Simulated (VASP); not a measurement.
Zn, 3 atoms in the cell. The cell holds a slab with vacuum, 3 atoms: a = 2.779 Å, b = 2.779 Å, c = 17.537 Å, α = 90.00°, β = 90.00°, γ = 60.00°. 

| Item | Value |
| --- | --- |
| Program | VASP 6.6.1 |
| Task | single point |
| Functional | LDA |
| Potentials or basis | VASP PAW LDA potentials, release 64 (Zn) |
| Cutoff | 400 eV |
| k mesh | 7 × 7 × 1 |
| Occupations | gaussian, width 0.2 eV |
| Spin | no spin polarisation |
| Dipole correction | yes |
| Further INCAR settings | ALGO = Normal; EDIFF = 1e-06; NBANDS = 25; NELMDL = -8 |

Potentials or basis: VASP PAW LDA potentials, release 64 (Zn).

Launch:

```console
$ cat potpaw_LDA.64/Zn/POTCAR > POTCAR
$ mpirun -np 1 vasp_std > vasp.out
```

Hardware: 1 thread of Intel(R) Xeon(R) 6975P-C (Granite Rapids), on a shared host.

**Question.** Estimate the wall time of this run.

**Answer.** Run time: 12 s on 1 thread of Intel(R) Xeon(R) 6975P-C (Granite Rapids) (shared host), peak memory 0.15 GiB. Counts: scf iterations 18, k points 8.
